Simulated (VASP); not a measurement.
# InGa3As4 (P-4m2) in VASP: further runs, part 2 of 2

VASP 6.6.1.

## Step 3: Single point, PBE

This run uses another cell than the first one, of 22.08 Å³/atom, 0.877 times its volume.

The input, INCAR:

```
ALGO = Normal
EDIFF = 1E-6
ENCUT = 520
GGA = PE
ISIF = 2
ISMEAR = 0
LASPH = T
LCHARG = F
LREAL = F
LWAVE = F
NBANDS = 46
NELM = 60
PREC = Accurate
SIGMA = 0.1
```

The input, KPOINTS:

```
k-points
0
Gamma
  4 4 2
```

The input, POSCAR:

```
InGa3As4
1.0
    3.9674507800      0.0000000000      0.0000000000
    0.0000000000      3.9674507800      0.0000000000
    0.0000000000      0.0000000000     11.2216454000
In Ga As
1 3 4
Direct
    0.5000000000      0.5000000000      0.0000000000
    0.0000000000      0.0000000000      0.7500000000
    0.0000000000      0.0000000000      0.2500000000
    0.5000000000      0.5000000000      0.5000000000
    0.5000000000      0.0000000000      0.1250000000
    0.0000000000      0.5000000000      0.3750000000
    0.5000000000      0.0000000000      0.6250000000
    0.0000000000      0.5000000000      0.8750000000
```

Potentials or basis: VASP PAW PBE potentials, release 64 (In_d, Ga_d, As).

The run is started by

```sh
> cat potpaw_PBE.64/In_d/POTCAR potpaw_PBE.64/Ga_d/POTCAR potpaw_PBE.64/As/POTCAR > POTCAR
> mpirun -np 1 vasp_std > vasp.out
```

OUTCAR:

```text
EDIFF = 1E-6
   ENCUT = 520
   GGA = PE
   ISIF = 2
   ISMEAR = 0
   LASPH = T
   LREAL = F
   NELM = 60
   PREC = Accurate

 ion  position               nearest neighbor table
   1  0.500  0.500  0.000-   5 2.43   8 2.43   5 2.43   8 2.43
   2  0.000  0.000  0.750-   7 2.43   8 2.43   8 2.43   7 2.43
   3  0.000  0.000  0.250-   5 2.43   6 2.43   6 2.43   5 2.43
   4  0.500  0.500  0.500-   6 2.43   7 2.43   7 2.43   6 2.43
   5  0.500  0.000  0.125-   1 2.43   3 2.43   1 2.43   3 2.43
   6  0.000  0.500  0.375-   3 2.43   4 2.43   3 2.43   4 2.43
   7  0.500  0.000  0.625-   2 2.43   4 2.43   4 2.43   2 2.43
   8  0.000  0.500  0.875-   1 2.43   2 2.43   2 2.43   1 2.43

  LATTYP: Found a simple tetragonal cell.
 ALAT       =     3.9674507800
 C/A-ratio  =     2.8284271242

  Lattice vectors:

 A1 = (   3.9674507800,   0.0000000000,   0.0000000000)
 A2 = (   0.0000000000,   3.9674507800,   0.0000000000)
 A3 = (   0.0000000000,   0.0000000000,  11.2216454000)

Analysis of symmetry for initial positions (statically):
=====================================================================
 Subroutine PRICEL returns:
 Original cell was already a primitive cell.

 Routine SETGRP: Setting up the symmetry group for a
 simple tetragonal supercell.

 Subroutine GETGRP returns: Found  8 space group operations
 (whereof  8 operations were pure point group operations)
 out of a pool of 16 trial point group operations.

The static configuration has the point symmetry D_2d.

Analysis of symmetry for dynamics (positions and initial velocities):
=====================================================================
 Subroutine PRICEL returns:
 Original cell was already a primitive cell.

 Routine SETGRP: Setting up the symmetry group for a
 simple tetragonal supercell.

 Subroutine GETGRP returns: Found  8 space group operations
 (whereof  8 operations were pure point group operations)
 out of a pool of 16 trial point group operations.

[... 123 lines left out ...]
   LORBIT       =      0    0 simple, 1 ext, 2 COOP (PROOUT), +10 PAW based schemes
   GGA     = PE    functional components
   LHFCALC =     F    Hartree Fock is set to
   AEXX    =    0.0000 exact exchange contribution
   IVDW    =     0    specifies the selected vdW correction
   LEPSILON=     F    determine dielectric tensor
   LRPA    =     F    only Hartree local field effects (RPA)
 non-spin polarized calculation
 Gauss-broadening in eV      SIGMA  =   0.10
  energy-cutoff  :      520.00
  volume of cell :      176.64
 maximum number of plane-waves:      4801
 NGX is ok and might be reduce to    30
   NGX = 15   NGY = 15   NGZ = 41

 number of electron      71.9999993 magnetization

 Free energy of the ion-electron system (eV)
  ---------------------------------------------------
  ext. energy  EPLUGINS =         0.00000000
  ---------------------------------------------------
  free energy    TOTEN  =       -31.12729378 eV

  energy without entropy =      -31.12729376  energy(sigma->0) =      -31.12729377

 E-fermi :   5.2816     XC(G=0):  -9.7898

 val. band max:        4.9192227143   @ k =   0.0000   0.0000   0.0000
 cond. band min:       5.6318723736   @ k =   0.0000   0.0000   0.0000
 fundamental gap:      0.7126496593
 Fermi energy:         5.2815572832

 k-point     1 :       0.0000    0.0000    0.0000
  band No.  band energies     occupation
      1     -10.2420      2.00000
      2     -10.1043      2.00000
      3     -10.1018      2.00000
      4     -10.0293      2.00000
      5     -10.0293      2.00000
      6     -10.0199      2.00000
[... 577 lines left out ...]
     45      12.9892      0.00000
     46      13.0451      0.00000

------------------------ aborting loop because EDIFF is reached ----------------------------------------

  FORCE on cell =-STRESS in cart. coord.  units (eV):
  Direction    XX          YY          ZZ          XY          YZ          ZX
  --------------------------------------------------------------------------------------
  -------------------------------------------------------------------------------------
  Total       12.7308293     12.7308293     11.4204241      0.0000000      0.0000000     -0.0000000
  in kB      115.4749125    115.4749125    103.5888899      0.0000000      0.0000000     -0.0000000
  external PRESSURE =     111.5129050 kB  Pullay stress =       0.0000000 kB

 VOLUME and BASIS-vectors are now :
 -----------------------------------------------------------------------------
  energy-cutoff  :      520.00
  volume of cell :      176.64
      direct lattice vectors                 reciprocal lattice vectors
     3.967450780  0.000000000  0.000000000     0.252051016  0.000000000  0.000000000
     0.000000000  3.967450780  0.000000000     0.000000000  0.252051016  0.000000000
     0.000000000  0.000000000 11.221645400     0.000000000  0.000000000  0.089113491

 POSITION                                       TOTAL-FORCE (eV/Angst)
 -----------------------------------------------------------------------------------
      1.98373      1.98373      0.00000         0.000000     -0.000000     -0.000000
      0.00000      0.00000      8.41623         0.000000      0.000000     -0.096731
      0.00000      0.00000      2.80541        -0.000000      0.000000      0.096731
      1.98373      1.98373      5.61082         0.000000      0.000000     -0.000000
      1.98373      0.00000      1.40271         0.000000      0.000000      2.046921
      0.00000      1.98373      4.20812         0.000000      0.000000      0.003317
      1.98373      0.00000      7.01353         0.000000      0.000000     -0.003317
      0.00000      1.98373      9.81894         0.000000      0.000000     -2.046921
 -----------------------------------------------------------------------------------
    total drift:                                0.000000      0.000000      0.000000

  FREE ENERGIE OF THE ION-ELECTRON SYSTEM (eV)
  ---------------------------------------------------
  free  energy   TOTEN  =       -31.1272937802 eV

  energy  without entropy=      -31.1272937633  energy(sigma->0) =      -31.12729377
```

OSZICAR:

```text
N       E                     dE             d eps       ncg     rms          rms(c)
DAV:   1     0.670116320559E+03    0.67012E+03   -0.32436E+04  1164   0.218E+03
DAV:   2     0.800115477952E+02   -0.59010E+03   -0.56864E+03  1168   0.579E+02
DAV:   3    -0.253315328105E+02   -0.10534E+03   -0.10268E+03  1242   0.192E+02
DAV:   4    -0.318429602733E+02   -0.65114E+01   -0.64710E+01  1422   0.465E+01
DAV:   5    -0.320178162872E+02   -0.17486E+00   -0.17466E+00  1330   0.836E+00    0.926E+00
DAV:   6    -0.312309549913E+02    0.78686E+00   -0.13231E+00  1568   0.134E+01    0.467E+00
DAV:   7    -0.311220652090E+02    0.10889E+00   -0.82440E-01  1682   0.496E+00    0.121E+00
DAV:   8    -0.311250353776E+02   -0.29702E-02   -0.11195E-01  1402   0.331E+00    0.549E-01
DAV:   9    -0.311267266575E+02   -0.16913E-02   -0.13087E-02  1358   0.130E+00    0.502E-01
DAV:  10    -0.311270041569E+02   -0.27750E-03   -0.13743E-03  1630   0.406E-01    0.276E-01
DAV:  11    -0.311272629979E+02   -0.25884E-03   -0.16581E-03  1366   0.508E-01    0.114E-01
DAV:  12    -0.311272787407E+02   -0.15743E-04   -0.33838E-04  1308   0.171E-01    0.299E-02
DAV:  13    -0.311272876576E+02   -0.89169E-05   -0.31924E-05  1502   0.555E-02    0.209E-02
DAV:  14    -0.311272931036E+02   -0.54460E-05   -0.94594E-06  1352   0.395E-02    0.148E-02
DAV:  15    -0.311272937802E+02   -0.67657E-06   -0.14611E-06   848   0.324E-02
   1 F= -.31127294E+02 E0= -.31127294E+02  d E =-.168155E-07
```

Run time: 1.7 min. Hardware: 1 thread of Intel Xeon Platinum 8375C at 2.90GHz (Ice Lake), shared host; peak memory 0.3 GiB.

What came out:

- Free energy: -31.1273 eV
- Pressure: 11.2 GPa
- Largest force: 2.047 eV/Å
- Band gap on the k mesh: 0.71 eV, direct

Forces on the atoms (eV/Å):
```
In   0.000  0.000  0.000
Ga   0.000  0.000 -0.097
Ga   0.000  0.000  0.097
Ga   0.000  0.000  0.000
As   0.000  0.000  2.047
As   0.000  0.000  0.003
As   0.000  0.000 -0.003
As   0.000  0.000 -2.047
```

Stress tensor (GPa, compression positive):
```
11.55  0.00  0.00
 0.00 11.55  0.00
 0.00  0.00 10.36
```

Levels at points of the mesh, in eV from the valence-band top:
| k point | band 34 | band 35 | band 36 | band 37 | band 38 | band 39 |
| --- | --- | --- | --- | --- | --- | --- |
| (0.00, 0.00, 0.00) | -0.01 | 0.00 | 0.00 | 0.71 | 1.31 | 1.65 |
| (0.50, 0.00, 0.00) | -1.28 | -1.19 | -1.15 | 0.93 | 1.31 | 2.64 |
| (0.50, 0.50, 0.00) | -2.89 | -2.89 | -2.84 | 1.32 | 1.32 | 1.53 |
| (0.00, 0.00, 0.50) | -0.78 | -0.65 | -0.65 | 1.34 | 1.39 | 2.16 |
| (0.50, 0.00, 0.50) | -1.29 | -1.28 | -1.17 | 2.00 | 2.06 | 2.14 |
| (0.50, 0.50, 0.50) | -3.29 | -3.23 | -3.23 | 2.41 | 2.41 | 2.49 |

Caveat: spin-orbit coupling is left out, which moves the levels of the heavy elements; forces of over 1 eV/Å act on the atoms, so gaps and moduli don't describe the material at rest. A k mesh can miss the band edges.
